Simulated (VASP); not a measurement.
# SnO (P4/nmm) in VASP: further runs

Runs on SnO. Level: PBE. Tasks: single point, relaxation of cell and atoms.

Everything below comes from runs of VASP 6.6.1. Logs are shortened: lines on timing, memory, paths and dates and some standing lists are left out, and cuts for length are marked.

### 1 The cell of the first run

It takes space group P4/nmm (No. 129, tetragonal). The conventional cell has a = 3.802 Å, b = 3.802 Å, c = 4.836 Å, α = 90.00°, β = 90.00°, γ = 90.00°. Within 2.9 Å of Sn (site symmetry 4mm) lie 4 O at 2.22 Å. Within 2.9 Å of O (site symmetry -4m2) lie 4 Sn at 2.22 Å and 4 O at 2.69 Å.

### 2 Single point, PBE

INCAR

```
SYSTEM = SnO
ALGO = Normal ; EDIFF = 1E-6
ENCUT = 520 ; GGA = PE
ISIF = 2 ; ISMEAR = 0
LASPH = .TRUE. ; LCHARG = .FALSE.
LREAL = .FALSE. ; LWAVE = .FALSE.
NBANDS = 28 ; NELM = 100
PREC = Accurate ; SIGMA = 0.1
```

KPOINTS

```
k-points
0
G
  4 4 4
  0 0 0
```

POSCAR

```
SnO
1.0
    3.8020000500      0.0000000000      0.0000000000
    0.0000000000      3.8020000500      0.0000000000
    0.0000000000      0.0000000000      4.8359999700
Sn O
2 2
Direct
    0.0000000000      0.5000000000      0.2385000000
    0.5000000000      0.0000000000      0.7615000000
    0.0000000000      0.0000000000      0.0000000000
    0.5000000000      0.5000000000      0.0000000000
```

Potentials or basis: VASP PAW PBE potentials, release 64 (Sn_d, O).

Launch:

```
$ cat potpaw_PBE.64/Sn_d/POTCAR potpaw_PBE.64/O/POTCAR > POTCAR
$ mpirun -np 1 vasp_std > vasp.out
```

OUTCAR:

```text
SYSTEM = SnO
   EDIFF = 1E-6
   ENCUT = 520
   GGA = PE
   ISIF = 2
   ISMEAR = 0
   LASPH = .TRUE.
   LREAL = .FALSE.
   NELM = 100
   PREC = Accurate

 ion  position               nearest neighbor table
   1  0.000  0.500  0.239-   3 2.22   4 2.22   3 2.22   4 2.22   2 3.54   2 3.54   2 3.54   2 3.54
                             2 3.69   2 3.69   2 3.69   2 3.69
   2  0.500  0.000  0.761-   3 2.22   4 2.22   4 2.22   3 2.22   1 3.54   1 3.54   1 3.54   1 3.54
                             1 3.69   1 3.69   1 3.69   1 3.69
   3  0.000  0.000  0.000-   1 2.22   2 2.22   1 2.22   2 2.22
   4  0.500  0.500  0.000-   1 2.22   2 2.22   2 2.22   1 2.22

  LATTYP: Found a simple tetragonal cell.
 ALAT       =     3.8020000500
 C/A-ratio  =     1.2719621006

  Lattice vectors:

 A1 = (   3.8020000500,   0.0000000000,   0.0000000000)
 A2 = (   0.0000000000,   3.8020000500,   0.0000000000)
 A3 = (   0.0000000000,   0.0000000000,   4.8359999700)

Analysis of symmetry for initial positions (statically):
=====================================================================
 Subroutine PRICEL returns:
 Original cell was already a primitive cell.

 Routine SETGRP: Setting up the symmetry group for a
 simple tetragonal supercell.

 Subroutine GETGRP returns: Found 16 space group operations
 (whereof  8 operations were pure point group operations)
 out of a pool of 16 trial point group operations.

The static configuration has the point symmetry D_2d.
 The point group associated with its full space group is D_4h.

Analysis of symmetry for dynamics (positions and initial velocities):
=====================================================================
 Subroutine PRICEL returns:
 Original cell was already a primitive cell.

 Routine SETGRP: Setting up the symmetry group for a
 simple tetragonal supercell.

 Subroutine GETGRP returns: Found 16 space group operations
 (whereof  8 operations were pure point group operations)
 out of a pool of 16 trial point group operations.

The dynamic configuration has the point symmetry D_2d.
 The point group associated with its full space group is D_4h.

 Subroutine INISYM returns: Found 16 space group operations
 (whereof  8 operations are pure point group operations),
 and found     1 'primitive' translations

----------------------------------------------------------------------------------------

                                     Primitive cell

  volume of cell :      69.9054

  direct lattice vectors                    reciprocal lattice vectors
     3.802000050  0.000000000  0.000000000     0.263019460  0.000000000  0.000000000
     0.000000000  3.802000050  0.000000000     0.000000000  0.263019460  0.000000000
     0.000000000  0.000000000  4.835999970     0.000000000  0.000000000  0.206782466

  length of vectors
     3.802000050  3.802000050  4.835999970     0.263019460  0.263019460  0.206782466

  position of ions in fractional coordinates (direct lattice)
     0.000000000  0.500000000  0.238500000
     0.500000000  0.000000000  0.761500000
     0.000000000  0.000000000  0.000000000
     0.500000000  0.500000000  0.000000000

  ion indices of the primitive-cell ions
   primitive index   ion index
                 1           1
                 2           2
                 3           3
                 4           4

----------------------------------------------------------------------------------------

 KPOINTS: k-points

Automatic generation of k-mesh.
 Grid dimensions read from file:
 generate k-points for:    4    4    4

 Generating k-lattice:

  Cartesian coordinates                     Fractional coordinates (reciprocal lattice)
     0.065754865  0.000000000  0.000000000     0.250000000  0.000000000  0.000000000
     0.000000000  0.065754865  0.000000000     0.000000000  0.250000000  0.000000000
     0.000000000  0.000000000  0.051695617     0.000000000  0.000000000  0.250000000

  Length of vectors
     0.065754865  0.065754865  0.051695617

  Shift w.r.t. Gamma in fractional coordinates (k-lattice)
     0.000000000  0.000000000  0.000000000

 Subroutine IBZKPT returns following result:
 ===========================================

 Found     18 irreducible k-points:

 Following reciprocal coordinates:
            Coordinates               Weight
  0.000000  0.000000  0.000000      1.000000
  0.250000  0.000000  0.000000      4.000000
  0.500000  0.000000  0.000000      2.000000
  0.250000  0.250000  0.000000      4.000000
  0.500000  0.250000  0.000000      4.000000
  0.500000  0.500000  0.000000      1.000000
[... 10 lines left out ...]
  0.500000  0.250000  0.500000      4.000000
  0.500000  0.500000  0.500000      1.000000
   k-points           NKPTS =     18   k-points in BZ     NKDIM =     18   number of bands    NBANDS=     28
   number of dos      NEDOS =    301   number of ions     NIONS =      4
   total plane-waves  NPLWV =  28224
   dimension x,y,z NGX =    28 NGY =   28 NGZ =   36
   dimension x,y,z NGXF=    56 NGYF=   56 NGZF=   72
   ions per type =               2   2
   NGX,Y,Z   is equivalent  to a cutoff of  12.24, 12.24, 12.38 a.u.
   NGXF,Y,Z  is equivalent  to a cutoff of  24.49, 24.49, 24.75 a.u.
 SYSTEM =  SnO
   PREC   = accura    normal or accurate (medium, high low for compatibility)
   ISTART =      0    job   : 0-new  1-cont  2-samecut
   ICHARG =      2    charge: 1-file 2-atom 10-const
   ISPIN  =      1    spin polarized calculation?
   LNONCOLLINEAR =      F non collinear calculations
   LSORBIT =      F    spin-orbit coupling
   LASPH  =      T    aspherical Exc in radial PAW
   ENCUT  =  520.0 eV  38.22 Ry    6.18 a.u.   7.07  7.07  8.99*2*pi/ulx,y,z
   NELM   =    100;   NELMIN=  2; NELMDL= -5     # of ELM steps
   EDIFF  = 0.1E-05   stopping-criterion for ELM
   LREAL  =      F    real-space projection
   EDIFFG = 0.1E-04   stopping-criterion for IOM
   NSW    =      0    number of steps for IOM
   IBRION =     -1    ionic relax: 0-MD 1-quasi-New 2-CG
   NFREE  =      0    steps in history (QN), initial steepest desc. (CG)
   ISIF   =      2    stress and relaxation
   ISYM   =      2    0-nonsym 1-usesym 2-fastsym
   POTIM  = 0.5000    time-step for ionic-motion
   TEBEG  =    0.0;   TEEND  =   0.0 temperature during run
   PSTRESS=    0.0 pullay stress
   NELECT =      40.0000    total number of electrons
   NUPDOWN=      -1.0000    fix difference up-down
   EMIN   =  10.00;   EMAX   =-10.00  energy-range for DOS
   EFERMI =   0.00;   METHOD = LEGACY
   ISMEAR =     0;   SIGMA  =   0.10  broadening in eV -4-tet -1-fermi 0-gaus
   EFERMI_NEDOS =   21; number of points for ismear=-14 and -15
   IALGO  =     38    algorithm
   IMIX   =      4    mixing-type and parameters
     AMIX     =   0.40;   BMIX     =  1.00
     AMIX_MAG =   1.60;   BMIX_MAG =  1.00
  volume/ion in A,a.u.               =      17.48       117.94
  Fermi-wavevector in a.u.,A,eV,Ry     =   1.359121  2.568365 25.132801  1.847209
  Thomas-Fermi vector in A             =   2.485896
   LORBIT       =      0    0 simple, 1 ext, 2 COOP (PROOUT), +10 PAW based schemes
   GGA     = PE    functional components
   LHFCALC =     F    Hartree Fock is set to
   AEXX    =    0.0000 exact exchange contribution
   IVDW    =     0    specifies the selected vdW correction
   LEPSILON=     F    determine dielectric tensor
   LRPA    =     F    only Hartree local field effects (RPA)
 non-spin polarized calculation
 Gauss-broadening in eV      SIGMA  =   0.10
  energy-cutoff  :      520.00
  volume of cell :       69.91
 maximum number of plane-waves:      1904
   NGX = 15   NGY = 15   NGZ = 17

 number of electron      39.9999990 magnetization

 Free energy of the ion-electron system (eV)
  ---------------------------------------------------
  ext. energy  EPLUGINS =         0.00000000
  ---------------------------------------------------
  free energy    TOTEN  =       -22.66158586 eV

  energy without entropy =      -22.65924996  energy(sigma->0) =      -22.66041791

 E-fermi :   7.2249     XC(G=0): -10.2687

 val. band max:        6.7247733212   @ k =   0.2500   0.0000   0.0000
 cond. band min:       7.2316134030   @ k =   0.0000   0.0000   0.0000
 fundamental gap:      0.5068400818
 Fermi energy:         7.2248986495

 k-point     1 :       0.0000    0.0000    0.0000
  band No.  band energies     occupation
      1     -14.8296      2.00000
      2     -14.3883      2.00000
      3     -14.3883      2.00000
      4     -14.3860      2.00000
      5     -14.3429      2.00000
      6     -14.3354      2.00000
[... 20 lines left out ...]
     27      13.9474      0.00000
     28      14.3599      0.00000

 k-point     2 :       0.2500    0.0000    0.0000
  band No.  band energies     occupation
      1     -14.7974      2.00000
      2     -14.4844      2.00000
      3     -14.3762      2.00000
      4     -14.3741      2.00000
      5     -14.3529      2.00000
      6     -14.3473      2.00000
[... 20 lines left out ...]
     27      14.4414      0.00000
     28      17.5867      0.00000

 k-point     3 :       0.5000    0.0000    0.0000
  band No.  band energies     occupation
      1     -14.6973      2.00000
      2     -14.6973      2.00000
      3     -14.3537      2.00000
      4     -14.3537      2.00000
      5     -14.3506      2.00000
      6     -14.3506      2.00000
[... 20 lines left out ...]
     27      15.6892      0.00000
     28      15.6892      0.00000

 k-point     4 :       0.2500    0.2500    0.0000
  band No.  band energies     occupation
      1     -14.7856      2.00000
      2     -14.5921      2.00000
      3     -14.3823      2.00000
      4     -14.3544      2.00000
      5     -14.3489      2.00000
      6     -14.3468      2.00000
[... 392 lines left out ...]
     27      17.1401      0.00000
     28      17.6394      0.00000

 k-point    17 :       0.5000    0.2500    0.5000
  band No.  band energies     occupation
      1     -14.7266      2.00000
      2     -14.7266      2.00000
      3     -14.3678      2.00000
      4     -14.3678      2.00000
      5     -14.3345      2.00000
      6     -14.3345      2.00000
[... 20 lines left out ...]
     27      17.3429      0.00000
     28      17.3429      0.00000

 k-point    18 :       0.5000    0.5000    0.5000
  band No.  band energies     occupation
      1     -14.7471      2.00000
      2     -14.7471      2.00000
      3     -14.3527      2.00000
      4     -14.3527      2.00000
      5     -14.3214      2.00000
      6     -14.3214      2.00000
[... 20 lines left out ...]
     27      17.3597      0.00000
     28      17.3597      0.00000

------------------------ aborting loop because EDIFF is reached ----------------------------------------

  FORCE on cell =-STRESS in cart. coord.  units (eV):
  Direction    XX          YY          ZZ          XY          YZ          ZX
  --------------------------------------------------------------------------------------
  -------------------------------------------------------------------------------------
  Total        2.0487236      2.0487236      1.6170500      0.0000000     -0.0000000      0.0000000
  in kB       46.9551703     46.9551703     37.0615435      0.0000000     -0.0000000      0.0000000
  external PRESSURE =      43.6572947 kB  Pullay stress =       0.0000000 kB

 VOLUME and BASIS-vectors are now :
 -----------------------------------------------------------------------------
  energy-cutoff  :      520.00
  volume of cell :       69.91
      direct lattice vectors                 reciprocal lattice vectors
     3.802000050  0.000000000  0.000000000     0.263019460  0.000000000  0.000000000
     0.000000000  3.802000050  0.000000000     0.000000000  0.263019460  0.000000000
     0.000000000  0.000000000  4.835999970     0.000000000  0.000000000  0.206782466

 POSITION                                       TOTAL-FORCE (eV/Angst)
 -----------------------------------------------------------------------------------
      0.00000      1.90100      1.15339        -0.000000      0.000000      0.489496
      1.90100      0.00000      3.68261         0.000000      0.000000     -0.489496
      0.00000      0.00000      0.00000        -0.000000      0.000000      0.000000
      1.90100      1.90100      0.00000        -0.000000      0.000000      0.000000
 -----------------------------------------------------------------------------------
    total drift:                                0.000000      0.000000      0.000000

  FREE ENERGIE OF THE ION-ELECTRON SYSTEM (eV)
  ---------------------------------------------------
  free  energy   TOTEN  =       -22.6615858556 eV

  energy  without entropy=      -22.6592499649  energy(sigma->0) =      -22.66041791
```

Run time: 42 s. Hardware: 1 thread of Intel Xeon 8259CL, shared host; peak memory 0.18 GiB.

Results:

| Property | Result |
| --- | --- |
| Free energy | -22.6616 eV |
| Pressure | 4.4 GPa |
| Largest force | 0.489 eV/Å |

Forces on the atoms (eV/Å):
```
Sn   0.000  0.000  0.489
Sn   0.000  0.000 -0.489
O    0.000  0.000  0.000
O    0.000  0.000  0.000
```

Caveat: the k points lie up to 0.41 Å⁻¹ apart; spin-orbit coupling is left out, which moves the levels of the heavy elements.

(Part 1 of 2 ends here.)
